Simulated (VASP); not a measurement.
# B (Fm-3m) in VASP: notebook, part 2 of 2

VASP 6.6.1. Earlier steps stand in the parts before.

## 3. Single point, PBEsol (volume scaled by 0.88)

Contents of INCAR:

```
SYSTEM = B
PREC = Accurate
ENCUT = 520
EDIFF = 1E-6
ISMEAR = -1
SIGMA = 0.1
LREAL = .False.
LASPH = .True.
NELM = 80
ALGO = Normal
ISIF = 2
LWAVE = .False.
LCHARG = .True.
GGA = PS
LELF = .True.
LVHAR = .True.
NBANDS = 8
```

Contents of KPOINTS:

```
Automatic mesh
0
Gamma
  21 21 21
  0 0 0
```

Contents of POSCAR:

```
B
1.0
    0.0000000000      1.3683824413      1.3683824413
    1.3683824413      0.0000000000      1.3683824413
    1.3683824413      1.3683824413      0.0000000000
B
1
Direct
    0.0000000000      0.0000000000      0.0000000000
```

Potentials or basis: VASP PAW PBE potentials, release 64 (B).

Started as:

```sh
> cat potpaw_PBE.64/B/POTCAR > POTCAR
> mpirun -np 1 vasp_std > vasp.out
```

OUTCAR:

```text
SYSTEM = B
   PREC = Accurate
   ENCUT = 520
   EDIFF = 1E-6
   ISMEAR = -1
   LREAL = .False.
   LASPH = .True.
   NELM = 80
   ISIF = 2
   GGA = PS

 ion  position               nearest neighbor table
   1  0.000  0.000  0.000-

  LATTYP: Found a face centered cubic cell.
 ALAT       =     2.7367648826

  Lattice vectors:

 A1 = (   0.0000000000,   1.3683824413,   1.3683824413)
 A2 = (   1.3683824413,   0.0000000000,   1.3683824413)
 A3 = (   1.3683824413,   1.3683824413,   0.0000000000)

Analysis of symmetry for initial positions (statically):
=====================================================================
 Subroutine PRICEL returns:
 Original cell was already a primitive cell.

 Routine SETGRP: Setting up the symmetry group for a
 face centered cubic supercell.

 Subroutine GETGRP returns: Found 48 space group operations
 (whereof 48 operations were pure point group operations)
 out of a pool of 48 trial point group operations.

The static configuration has the point symmetry O_h .

Analysis of symmetry for dynamics (positions and initial velocities):
=====================================================================
 Subroutine PRICEL returns:
 Original cell was already a primitive cell.

 Routine SETGRP: Setting up the symmetry group for a
 face centered cubic supercell.

 Subroutine GETGRP returns: Found 48 space group operations
 (whereof 48 operations were pure point group operations)
 out of a pool of 48 trial point group operations.

The dynamic configuration has the point symmetry O_h .

 Subroutine INISYM returns: Found 48 space group operations
 (whereof 48 operations are pure point group operations),
 and found     1 'primitive' translations

----------------------------------------------------------------------------------------

                                     Primitive cell

  volume of cell :       5.1245

  direct lattice vectors                    reciprocal lattice vectors
     0.000000000  1.368382441  1.368382441    -0.365394925  0.365394925  0.365394925
     1.368382441  0.000000000  1.368382441     0.365394925 -0.365394925  0.365394925
     1.368382441  1.368382441  0.000000000     0.365394925  0.365394925 -0.365394925

  length of vectors
     1.935185007  1.935185007  1.935185007     0.632882576  0.632882576  0.632882576

  position of ions in fractional coordinates (direct lattice)
     0.000000000  0.000000000  0.000000000

  ion indices of the primitive-cell ions
   primitive index   ion index
                 1           1

----------------------------------------------------------------------------------------

 KPOINTS: Automatic mesh

Automatic generation of k-mesh.
 Grid dimensions read from file:
 generate k-points for:   21   21   21

 Generating k-lattice:

  Cartesian coordinates                     Fractional coordinates (reciprocal lattice)
    -0.017399758  0.017399758  0.017399758     0.047619048  0.000000000  0.000000000
     0.017399758 -0.017399758  0.017399758     0.000000000  0.047619048  0.000000000
     0.017399758  0.017399758 -0.017399758     0.000000000  0.000000000  0.047619048

  Length of vectors
     0.030137266  0.030137266  0.030137266

  Shift w.r.t. Gamma in fractional coordinates (k-lattice)
     0.000000000  0.000000000  0.000000000

 Subroutine IBZKPT returns following result:
 ===========================================

 Found    286 irreducible k-points:

 Following reciprocal coordinates:
            Coordinates               Weight
  0.000000  0.000000  0.000000      1.000000
  0.047619  0.000000  0.000000      8.000000
  0.095238  0.000000  0.000000      8.000000
  0.142857  0.000000  0.000000      8.000000
  0.190476  0.000000  0.000000      8.000000
  0.238095  0.000000  0.000000      8.000000
[... 16 lines left out ...]
 -0.428571  0.047619  0.000000     24.000000
 -0.380952  0.047619  0.000000     24.000000
 [... further k-points ...]
   k-points           NKPTS =    286   k-points in BZ     NKDIM =    286   number of bands    NBANDS=      8
   number of dos      NEDOS =    301   number of ions     NIONS =      1
   total plane-waves  NPLWV =   2744
   dimension x,y,z NGX =    14 NGY =   14 NGZ =   14
   dimension x,y,z NGXF=    28 NGYF=   28 NGZF=   28
   ions per type =               1
   NGX,Y,Z   is equivalent  to a cutoff of  12.03, 12.03, 12.03 a.u.
   NGXF,Y,Z  is equivalent  to a cutoff of  24.05, 24.05, 24.05 a.u.
 SYSTEM =  B
   PREC   = accura    normal or accurate (medium, high low for compatibility)
   ISTART =      0    job   : 0-new  1-cont  2-samecut
   ICHARG =      2    charge: 1-file 2-atom 10-const
   ISPIN  =      1    spin polarized calculation?
   LNONCOLLINEAR =      F non collinear calculations
   LSORBIT =      F    spin-orbit coupling
   LASPH  =      T    aspherical Exc in radial PAW
   ENCUT  =  520.0 eV  38.22 Ry    6.18 a.u.   3.60  3.60  3.60*2*pi/ulx,y,z
   NELM   =     80;   NELMIN=  2; NELMDL= -5     # of ELM steps
   EDIFF  = 0.1E-05   stopping-criterion for ELM
   LREAL  =      F    real-space projection
   EDIFFG = 0.1E-04   stopping-criterion for IOM
   NSW    =      0    number of steps for IOM
   IBRION =     -1    ionic relax: 0-MD 1-quasi-New 2-CG
   NFREE  =      0    steps in history (QN), initial steepest desc. (CG)
   ISIF   =      2    stress and relaxation
   ISYM   =      2    0-nonsym 1-usesym 2-fastsym
   POTIM  = 0.5000    time-step for ionic-motion
   TEBEG  =    0.0;   TEEND  =   0.0 temperature during run
   PSTRESS=    0.0 pullay stress
   NELECT =       3.0000    total number of electrons
   NUPDOWN=      -1.0000    fix difference up-down
   EMIN   =  10.00;   EMAX   =-10.00  energy-range for DOS
   EFERMI =   0.00;   METHOD = LEGACY
   ISMEAR =    -1;   SIGMA  =   0.10  broadening in eV -4-tet -1-fermi 0-gaus
   EFERMI_NEDOS =   21; number of points for ismear=-14 and -15
   IALGO  =     38    algorithm
   IMIX   =      4    mixing-type and parameters
     AMIX     =   0.40;   BMIX     =  1.00
     AMIX_MAG =   1.60;   BMIX_MAG =  1.00
  volume/ion in A,a.u.               =       5.12        34.58
  Fermi-wavevector in a.u.,A,eV,Ry     =   1.369508  2.587994 25.518419  1.875551
  Thomas-Fermi vector in A             =   2.495377
   LORBIT       =      0    0 simple, 1 ext, 2 COOP (PROOUT), +10 PAW based schemes
   GGA     = PS    functional components
   LHFCALC =     F    Hartree Fock is set to
   AEXX    =    0.0000 exact exchange contribution
   IVDW    =     0    specifies the selected vdW correction
   LEPSILON=     F    determine dielectric tensor
   LRPA    =     F    only Hartree local field effects (RPA)
 non-spin polarized calculation
  energy-cutoff  :      520.00
  volume of cell :        5.12
 maximum number of plane-waves:       147
   NGX =  7   NGY =  7   NGZ =  7

 number of electron       3.0000000 magnetization

 Free energy of the ion-electron system (eV)
  ---------------------------------------------------
  ext. energy  EPLUGINS =         0.00000000
  ---------------------------------------------------
  free energy    TOTEN  =        -5.66511928 eV

  energy without entropy =       -5.65843924  energy(sigma->0) =       -5.66177926

 E-fermi :  12.3651     XC(G=0): -13.6266

 val. band max:       12.3600294419   @ k =  -0.4286   0.3810   0.1905
 cond. band min:      12.3747040562   @ k =  -0.2857   0.2381   0.0000
 fundamental gap:      0.0146746143
 Fermi energy:        12.3651278812

 k-point     1 :       0.0000    0.0000    0.0000
  band No.  band energies     occupation
      1      -8.5638      2.00000
      2      30.4650      0.00000
      3      30.4650      0.00000
      4      30.4650      0.00000
      5      47.5170      0.00000
      6      47.5170      0.00000
      7      47.5170      0.00000
      8      51.3806      0.00000
[... 243 lines left out ...]
 k-point    24 :      -0.3810    0.0476    0.0000
  band No.  band energies     occupation
      1      -1.3387      2.00000
      2      10.1235      2.00000
      3      26.4440      0.00000
      4      27.5648      0.00000
      5      42.9393      0.00000
      6      44.6553      0.00000
      7      49.0955      0.00000
      8      50.1506      0.00000

 [... further k-points ...]

------------------------ aborting loop because EDIFF is reached ----------------------------------------

  FORCE on cell =-STRESS in cart. coord.  units (eV):
  Direction    XX          YY          ZZ          XY          YZ          ZX
  --------------------------------------------------------------------------------------
  -------------------------------------------------------------------------------------
  Total        1.4722938      1.4722938      1.4722938     -0.0000000      0.0000000     -0.0000000
  in kB      460.3123214    460.3123214    460.3123214     -0.0000000      0.0000000     -0.0000000
  external PRESSURE =     460.3123214 kB  Pullay stress =       0.0000000 kB

 VOLUME and BASIS-vectors are now :
 -----------------------------------------------------------------------------
  energy-cutoff  :      520.00
  volume of cell :        5.12
      direct lattice vectors                 reciprocal lattice vectors
     0.000000000  1.368382441  1.368382441    -0.365394925  0.365394925  0.365394925
     1.368382441  0.000000000  1.368382441     0.365394925 -0.365394925  0.365394925
     1.368382441  1.368382441  0.000000000     0.365394925  0.365394925 -0.365394925

 POSITION                                       TOTAL-FORCE (eV/Angst)
 -----------------------------------------------------------------------------------
      0.00000      0.00000      0.00000         0.000000      0.000000      0.000000
 -----------------------------------------------------------------------------------
    total drift:                                0.000000     -0.000000     -0.000000

  FREE ENERGIE OF THE ION-ELECTRON SYSTEM (eV)
  ---------------------------------------------------
  free  energy   TOTEN  =        -5.6651192810 eV

  energy  without entropy=       -5.6584392401  energy(sigma->0) =       -5.66177926
```

stdout:

```text
POSCAR found type information on POSCAR B
 POSCAR found :  1 types and       1 ions
 scaLAPACK will be used
 -----------------------------------------------------------------------------
|                                                                             |
|                                                                             |
|     You enforced a specific xc type in the INCAR file but a different       |
|     I HOPE YOU KNOW WHAT YOU ARE DOING!                                     |
|                                                                             |
 -----------------------------------------------------------------------------

 LDA part: xc-table for (Slater+PW92), standard interpolation
 POSCAR, INCAR and KPOINTS ok, starting setup
 FFT: planning ... GRIDC
 FFT: planning ... GRID_SOFT
 FFT: planning ... GRID
 WAVECAR not read
 entering main loop
```

It took 5.3 s on 1 thread of Intel Xeon Platinum 8488C (Sapphire Rapids), shared host; peak memory 0.11 GiB.

What came out:

```yaml
Free_energy: -5.6651 eV
Pressure: 46.0 GPa
```

Levels at points of the mesh, in eV from the Fermi level:
| k point | band 1 | band 2 | band 3 | band 4 | band 5 | band 6 |
| --- | --- | --- | --- | --- | --- | --- |
| (0.00, 0.00, 0.00) | -20.93 | 18.10 | 18.10 | 18.10 | 35.15 | 35.15 |

Caveat: the PAW data sets were made with another functional, which shifts forces and pressure a little.

## 4. Single point, PBEsol (volume scaled by 0.92)

Contents of INCAR:

```
  ALGO = Normal
  EDIFF = 1E-7
  ENCUT = 520
  GGA = PS
  ISIF = 2
  ISMEAR = -1
  LASPH = True
  LCHARG = False
  LREAL = False
  LWAVE = False
  NBANDS = 8
  NELM = 80
  PREC = Accurate
  SIGMA = 0.1
```

Contents of KPOINTS:

```
k-points
0
Gamma
  21 21 21
```

Contents of POSCAR:

```
B
1.0
    0.0000000000      1.3888090714      1.3888090714
    1.3888090714      0.0000000000      1.3888090714
    1.3888090714      1.3888090714      0.0000000000
B
1
Direct
    0.0000000000      0.0000000000      0.0000000000
```

Started as:

```sh
> cat potpaw_PBE.64/B/POTCAR > POTCAR
> mpirun -np 1 vasp_std > vasp.out
```

Run time: 4.9 s. Hardware: 1 thread of Intel Xeon Platinum 8488C (Sapphire Rapids), shared host; peak memory 0.11 GiB.

The run converged. Its results:

| Item | Value |
| --- | --- |
| Free energy | -5.7188 eV |
| Pressure | 27.9 GPa |

Levels at points of the mesh, in eV from the Fermi level:
| k point | band 1 | band 2 | band 3 | band 4 | band 5 | band 6 |
| --- | --- | --- | --- | --- | --- | --- |
| (0.00, 0.00, 0.00) | -20.37 | 17.39 | 17.39 | 17.39 | 34.26 | 34.26 |

Caveat: the PAW data sets were made with another functional, which shifts forces and pressure a little.

## 5. Single point, PBEsol (volume scaled by 0.96)

Contents of INCAR:

```
SYSTEM = B
PREC = Accurate ; ENCUT = 520
EDIFF = 1E-6 ; ISMEAR = -1
SIGMA = 0.1 ; LREAL = .False.
LASPH = .True. ; NELM = 80
ALGO = Normal ; ISIF = 2
LWAVE = .False. ; LCHARG = .True.
GGA = PS ; LELF = .True.
LVHAR = .True. ; NBANDS = 8
```

Contents of KPOINTS:

```
regular mesh
0
Gamma
  21 21 21
  0 0 0
```

Contents of POSCAR:

```
B
1.0
    0.0000000000      1.4086518818      1.4086518818
    1.4086518818      0.0000000000      1.4086518818
    1.4086518818      1.4086518818      0.0000000000
B
1
Direct
    0.0000000000      0.0000000000      0.0000000000
```

Started as:

```sh
> cat potpaw_PBE.64/B/POTCAR > POTCAR
> mpirun -np 1 vasp_std > vasp.out
```

Run time: 6.5 s. Hardware: 1 thread of Intel Xeon Platinum 8488C (Sapphire Rapids), shared host; peak memory 0.11 GiB.

The run converged. Its results:

```yaml
Free_energy: -5.7484 eV
Pressure: 12.9 GPa
```

Levels at points of the mesh, in eV from the Fermi level:
| k point | band 1 | band 2 | band 3 | band 4 |
| --- | --- | --- | --- | --- |
| (0.00, 0.00, 0.00) | -19.85 | 16.74 | 16.74 | 16.74 |

Caveat: the PAW data sets were made with another functional, which shifts forces and pressure a little.

## 6. The runs side by side

| cell | k mesh | gap on the mesh (eV) | pressure (GPa) |
| --- | --- | --- | --- |
| a = 2.019 Å, angles 60.0°, 1 atom | 18 × 18 × 18 | none | 0.4 |
| a = 1.935 Å, angles 60.0°, 1 atom | 21 × 21 × 21 | none | 46.0 |
| a = 1.964 Å, angles 60.0°, 1 atom | 21 × 21 × 21 | none | 27.9 |
| a = 1.992 Å, angles 60.0°, 1 atom | 21 × 21 × 21 | none | 12.9 |

Alike in all rows: task single point; level PBEsol; potentials or basis VASP PAW PBE potentials, release 64 (B); no spin polarisation; cutoff (eV) 520; smearing fermi-dirac 0.1 eV.

Caveats: the PAW data sets were made with another functional, which shifts forces and pressure a little.

Absolute energies hang on the potentials; compare differences alone.
